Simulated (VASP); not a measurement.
# HfSi3O2 (P-3m1) in VASP: relaxation of cell and atoms with PBE

Aim: the relaxation of cell and atoms of HfSi3O2 with PBE.

All numbers are computed with VASP 6.6.1; they aren't measurements. Logs are shortened: lines on timing, memory, paths and dates and some standing lists are left out, and cuts for length are marked.

### 1 The cell of the first run

The structure is trigonal, space group P-3m1 (No. 164). Conventional cell: a = 3.756 Å, b = 3.756 Å, c = 7.094 Å, α = 90.00°, β = 90.00°, γ = 120.00°. Hf (site symmetry -3m) has 6 O at 2.25 Å within 3.0 Å. Within 2.5 Å of Si (site symmetry 3m) lie 1 O at 1.78 Å and 3 Si at 2.46 Å. Within 3.2 Å of Si (site symmetry -3m) lie 6 Si at 2.46 Å. O (site symmetry 3m) has 1 Si at 1.78 Å and 3 Hf at 2.25 Å and 3 O at 2.48 Å within 2.5 Å.

### 2 Relaxation of cell and atoms, PBE

The input, INCAR:

```
ALGO     = Normal         # electronic algorithm
EDIFF    = 1E-6           # SCF threshold, eV
EDIFFG   = -0.01          # ionic threshold
ENCUT    = 600            # plane-wave cutoff, eV
GGA      = PE             # functional
IBRION   = 2              # ionic algorithm
ISIF     = 3              # what is computed and relaxed
ISMEAR   = 0              # smearing method
LASPH    = T              # aspherical terms in the spheres
LCHARG   = F              # write CHGCAR
LREAL    = F              # projectors in reciprocal space
LWAVE    = F              # write WAVECAR
NELM     = 100            # most SCF steps
NSW      = 100            # ionic steps
PREC     = Accurate       # precision mode
SIGMA    = 0.1            # smearing width, eV
```

The input, KPOINTS:

```
k-points
0
Gamma
  12 12 6
```

The input, POSCAR:

```
HfSi3O2
1.0
    3.7563926935      0.0000000000      0.0000000000
   -1.8781963467      3.2531314991      0.0000000000
    0.0000000000      0.0000000000      7.0940612319
Hf Si O
1 3 2
Direct
    0.0000000000      0.0000000000      0.0000000000
    0.3333333333      0.6666666667      0.3363160122
    0.6666666667      0.3333333333      0.6636839878
    0.0000000000      0.0000000000      0.5000000000
    0.3333333333      0.6666666667      0.0850194363
    0.6666666667      0.3333333333      0.9149805637
```

Potentials or basis: VASP PAW PBE potentials, release 64 (Hf_pv, Si, O).

On the command line:

```
$ cat potpaw_PBE.64/Hf_pv/POTCAR potpaw_PBE.64/Si/POTCAR potpaw_PBE.64/O/POTCAR > POTCAR
$ mpirun -np 1 vasp_std > vasp.out
```

OUTCAR:

```text
EDIFF = 1E-6
   EDIFFG = -0.01
   ENCUT = 600
   GGA = PE
   IBRION = 2
   ISIF = 3
   ISMEAR = 0
   LASPH = T
   LREAL = F
   NELM = 100
   NSW = 100
   PREC = Accurate

 ion  position               nearest neighbor table
   1  0.000  0.000  0.000-   5 2.25   6 2.25   5 2.25   6 2.25   6 2.25   5 2.25   2 3.22   3 3.22
                             2 3.22   3 3.22   2 3.22   3 3.22
   2  0.333  0.667  0.336-   5 1.78   4 2.46   4 2.46   4 2.46   1 3.22   1 3.22   1 3.22
   3  0.667  0.333  0.664-   6 1.78   4 2.46   4 2.46   4 2.46   1 3.22   1 3.22   1 3.22
   4  0.000  0.000  0.500-   2 2.46   3 2.46   2 2.46   3 2.46   3 2.46   2 2.46
   5  0.333  0.667  0.085-   2 1.78   1 2.25   1 2.25   1 2.25
   6  0.667  0.333  0.915-   3 1.78   1 2.25   1 2.25   1 2.25

  LATTYP: Found a hexagonal cell.
 ALAT       =     3.7563926935
 C/A-ratio  =     1.8885302498

  Lattice vectors:

 A1 = (   3.7563926935,   0.0000000000,   0.0000000000)
 A2 = (  -1.8781963467,   3.2531314991,   0.0000000000)
 A3 = (   0.0000000000,   0.0000000000,   7.0940612319)

Analysis of symmetry for initial positions (statically):
=====================================================================
 Subroutine PRICEL returns:
 Original cell was already a primitive cell.

 Routine SETGRP: Setting up the symmetry group for a
 hexagonal supercell.

 Subroutine GETGRP returns: Found 12 space group operations
 (whereof 12 operations were pure point group operations)
 out of a pool of 24 trial point group operations.

The static configuration has the point symmetry D_3d.

Analysis of symmetry for dynamics (positions and initial velocities):
=====================================================================
 Subroutine PRICEL returns:
 Original cell was already a primitive cell.

 Routine SETGRP: Setting up the symmetry group for a
 hexagonal supercell.

 Subroutine GETGRP returns: Found 12 space group operations
 (whereof 12 operations were pure point group operations)
 out of a pool of 24 trial point group operations.

The dynamic configuration has the point symmetry D_3d.

 Subroutine INISYM returns: Found 12 space group operations
 (whereof 12 operations are pure point group operations),
 and found     1 'primitive' translations

----------------------------------------------------------------------------------------

                                     Primitive cell

  volume of cell :      86.6897

  direct lattice vectors                    reciprocal lattice vectors
     3.756392694  0.000000000  0.000000000     0.266212849  0.153698060  0.000000000
    -1.878196347  3.253131499  0.000000000     0.000000000  0.307396120  0.000000000
     0.000000000  0.000000000  7.094061232     0.000000000  0.000000000  0.140962978

  length of vectors
     3.756392694  3.756392693  7.094061232     0.307396120  0.307396120  0.140962978

  position of ions in fractional coordinates (direct lattice)
     0.000000000  0.000000000  0.000000000
     0.333333333  0.666666667  0.336316012
     0.666666667  0.333333333  0.663683988
     0.000000000  0.000000000  0.500000000
     0.333333333  0.666666667  0.085019436
     0.666666667  0.333333333  0.914980564

  ion indices of the primitive-cell ions
   primitive index   ion index
                 1           1
                 2           2
                 3           3
                 4           4
                 5           5
                 6           6

----------------------------------------------------------------------------------------

 KPOINTS: k-points

Automatic generation of k-mesh.
 Grid dimensions read from file:
 generate k-points for:   12   12    6

 Generating k-lattice:

  Cartesian coordinates                     Fractional coordinates (reciprocal lattice)
     0.022184404  0.012808172  0.000000000     0.083333333 -0.000000000  0.000000000
     0.000000000  0.025616343  0.000000000     0.000000000  0.083333333  0.000000000
     0.000000000  0.000000000  0.023493830     0.000000000  0.000000000  0.166666667

  Length of vectors
     0.025616343  0.025616343  0.023493830

  Shift w.r.t. Gamma in fractional coordinates (k-lattice)
     0.000000000  0.000000000  0.000000000

 Subroutine IBZKPT returns following result:
 ===========================================

 Found    100 irreducible k-points:

 Following reciprocal coordinates:
            Coordinates               Weight
  0.000000  0.000000  0.000000      1.000000
  0.083333  0.000000  0.000000      6.000000
  0.166667  0.000000  0.000000      6.000000
  0.250000 -0.000000  0.000000      6.000000
  0.333333  0.000000  0.000000      6.000000
  0.416667  0.000000  0.000000      6.000000
[... 16 lines left out ...]
  0.166667  0.000000  0.166667      6.000000
  0.000000  0.166667  0.166667      6.000000
 [... further k-points ...]
   k-points           NKPTS =    100   k-points in BZ     NKDIM =    100   number of bands    NBANDS=     21
   number of dos      NEDOS =    301   number of ions     NIONS =      6
   total plane-waves  NPLWV =  54000
   dimension x,y,z NGX =    30 NGY =   30 NGZ =   60
   dimension x,y,z NGXF=    60 NGYF=   60 NGZF=  120
   ions per type =               1   3   2
   NGX,Y,Z   is equivalent  to a cutoff of  13.28, 13.28, 14.06 a.u.
   NGXF,Y,Z  is equivalent  to a cutoff of  26.55, 26.55, 28.12 a.u.
 SYSTEM =  unknown system
   PREC   = accura    normal or accurate (medium, high low for compatibility)
   ISTART =      0    job   : 0-new  1-cont  2-samecut
   ICHARG =      2    charge: 1-file 2-atom 10-const
   ISPIN  =      1    spin polarized calculation?
   LNONCOLLINEAR =      F non collinear calculations
   LSORBIT =      F    spin-orbit coupling
   LASPH  =      T    aspherical Exc in radial PAW
   ENCUT  =  600.0 eV  44.10 Ry    6.64 a.u.   7.50  7.50 14.17*2*pi/ulx,y,z
   NELM   =    100;   NELMIN=  2; NELMDL= -5     # of ELM steps
   EDIFF  = 0.1E-05   stopping-criterion for ELM
   LREAL  =      F    real-space projection
   EDIFFG = -.1E-01   stopping-criterion for IOM
   NSW    =    100    number of steps for IOM
   IBRION =      2    ionic relax: 0-MD 1-quasi-New 2-CG
   NFREE  =      1    steps in history (QN), initial steepest desc. (CG)
   ISIF   =      3    stress and relaxation
   ISYM   =      2    0-nonsym 1-usesym 2-fastsym
   POTIM  = 0.5000    time-step for ionic-motion
   TEBEG  =    0.0;   TEEND  =   0.0 temperature during run
   PSTRESS=    0.0 pullay stress
   NELECT =      34.0000    total number of electrons
   NUPDOWN=      -1.0000    fix difference up-down
   EMIN   =  10.00;   EMAX   =-10.00  energy-range for DOS
   EFERMI =   0.00;   METHOD = LEGACY
   ISMEAR =     0;   SIGMA  =   0.10  broadening in eV -4-tet -1-fermi 0-gaus
   EFERMI_NEDOS =   21; number of points for ismear=-14 and -15
   IALGO  =     38    algorithm
   IMIX   =      4    mixing-type and parameters
     AMIX     =   0.40;   BMIX     =  1.00
     AMIX_MAG =   1.60;   BMIX_MAG =  1.00
  volume/ion in A,a.u.               =      14.45        97.50
  Fermi-wavevector in a.u.,A,eV,Ry     =   1.198336  2.264527 19.538092  1.436009
  Thomas-Fermi vector in A             =   2.334228
   LORBIT       =      0    0 simple, 1 ext, 2 COOP (PROOUT), +10 PAW based schemes
   GGA     = PE    functional components
   LHFCALC =     F    Hartree Fock is set to
   AEXX    =    0.0000 exact exchange contribution
   IVDW    =     0    specifies the selected vdW correction
   LEPSILON=     F    determine dielectric tensor
   LRPA    =     F    only Hartree local field effects (RPA)
 conjugate gradient relaxation of ions
 non-spin polarized calculation
 Gauss-broadening in eV      SIGMA  =   0.10
  energy-cutoff  :      600.00
  volume of cell :       86.69
 maximum number of plane-waves:      2928
 NGX is ok and might be reduce to    30
   NGX = 15   NGY = 15   NGZ = 29

--------------------------------------- Ionic step        1  -------------------------------------------

 number of electron      34.0000007 magnetization

 Free energy of the ion-electron system (eV)
  ---------------------------------------------------
  ext. energy  EPLUGINS =         0.00000000
  ---------------------------------------------------
  free energy    TOTEN  =       -42.60991909 eV

  energy without entropy =      -42.59393084  energy(sigma->0) =      -42.60192497

------------------------ aborting loop because EDIFF is reached ----------------------------------------

  FORCE on cell =-STRESS in cart. coord.  units (eV):
  Direction    XX          YY          ZZ          XY          YZ          ZX
  --------------------------------------------------------------------------------------
  -------------------------------------------------------------------------------------
  Total       -0.6872538     -0.6872538      0.2423667     -0.0000000     -0.0000000     -0.0000000
  in kB      -12.7016520    -12.7016520      4.4793612     -0.0000000     -0.0000000     -0.0000000
  external PRESSURE =      -6.9746476 kB  Pullay stress =       0.0000000 kB
[... 101 lines left out ...]
  FREE ENERGIE OF THE ION-ELECTRON SYSTEM (eV)
  ---------------------------------------------------
  free  energy   TOTEN  =       -42.6152195889 eV

  energy  without entropy=      -42.5999920050  energy(sigma->0) =      -42.60760580

[... ionic steps 4 to 10 ...]

--------------------------------------- Ionic step       11  -------------------------------------------

 number of electron      33.9999995 magnetization

------------------------ aborting loop because EDIFF is reached ----------------------------------------
[... 75 lines left out ...]
--------------------------------------- Ionic step       13  -------------------------------------------

 number of electron      33.9999997 magnetization

 Free energy of the ion-electron system (eV)
  ---------------------------------------------------
  ext. energy  EPLUGINS =         0.00000000
  ---------------------------------------------------
  free energy    TOTEN  =       -42.63855902 eV

  energy without entropy =      -42.62640043  energy(sigma->0) =      -42.63247972

 E-fermi :   7.6469     XC(G=0): -10.7365

 val. band max:        7.6188371881   @ k =   0.0000   0.4167   0.3333
 cond. band min:       7.6529928113   @ k =   0.4167   0.0833   0.1667
 fundamental gap:      0.0341556231
 Fermi energy:         7.6468562275

 k-point     1 :       0.0000    0.0000    0.0000
  band No.  band energies     occupation
      1     -25.2708      2.00000
      2     -25.2708      2.00000
      3     -25.1936      2.00000
      4     -14.5873      2.00000
      5     -12.9996      2.00000
      6      -5.1124      2.00000
[... 565 lines left out ...]
     20       9.3522      0.00000
     21       9.8385      0.00000

 [... further k-points ...]

------------------------ aborting loop because EDIFF is reached ----------------------------------------

  FORCE on cell =-STRESS in cart. coord.  units (eV):
  Direction    XX          YY          ZZ          XY          YZ          ZX
  --------------------------------------------------------------------------------------
  -------------------------------------------------------------------------------------
  Total        0.0086500      0.0086500      0.0084589      0.0000000      0.0000000     -0.0000000
  in kB        0.1590915      0.1590915      0.1555769      0.0000000      0.0000000     -0.0000000
  external PRESSURE =       0.1579200 kB  Pullay stress =       0.0000000 kB
[... 21 lines left out ...]
  FREE ENERGIE OF THE ION-ELECTRON SYSTEM (eV)
  ---------------------------------------------------
  free  energy   TOTEN  =       -42.6385590163 eV

  energy  without entropy=      -42.6264004330  energy(sigma->0) =      -42.63247972

 reached required accuracy - stopping structural energy minimisation
```

It took 20 min on 1 thread of Intel Xeon Platinum 8259CL at 2.50GHz (Skylake/Cascade Lake), shared host; peak memory 0.4 GiB.

What came out:

| Quantity | Value |
| --- | --- |
| Free energy | -42.6386 eV |
| Relaxed volume | 14.52 Å³/atom |
| Relaxed cell | a = 3.680 Å, b = 3.680 Å, c = 7.429 Å, α = 90.00°, β = 90.00°, γ = 120.00° |
| Space group after relaxing (to 0.1 Å) | P-3m1 (No. 164) |
| Energy gained by relaxing | 4.8 meV/atom |
| Ionic steps | 13 |
| Pressure after relaxing | 0.0 GPa |
| Band gap on the k mesh | zero (bands 17 and 18 overlap by 1.23 eV) |

Step by step:
```csv
step,energy change (eV),largest force (eV/Å),pressure (GPa),volume (Å³)
1,0.0000,0.0796,-0.70,86.69
2,-0.0052,0.0633,0.63,85.90
3,-0.0053,0.0610,0.85,85.77
4,-0.0099,0.0668,0.82,85.89
5,-0.0208,0.0907,0.69,86.23
6,-0.0255,0.0967,0.62,86.83
7,-0.0268,0.1104,0.63,86.63
8,-0.0270,0.0707,-0.74,87.61
9,-0.0284,0.0421,-0.10,87.14
10,-0.0285,0.0276,0.04,87.06
11,-0.0285,0.0275,0.05,87.06
12,-0.0286,0.0106,0.03,87.09
13,-0.0286,0.0002,0.02,87.11
```

Final structure:
```
CELL_PARAMETERS angstrom
3.67956 0.00000 0.00000
-1.83978 3.18659 0.00000
0.00000 0.00000 7.42944
ATOMIC_POSITIONS crystal
Hf 0.00000 0.00000 0.00000
Si 0.33333 0.66667 0.33290
Si 0.66667 0.33333 0.66710
Si 0.00000 0.00000 0.50000
O 0.33333 0.66667 0.08970
O 0.66667 0.33333 0.91030
```

Caveat: spin-orbit coupling is left out, which moves the levels of the heavy elements.

The gap in the log of VASP goes by the Fermi energy; the results here count the filled bands.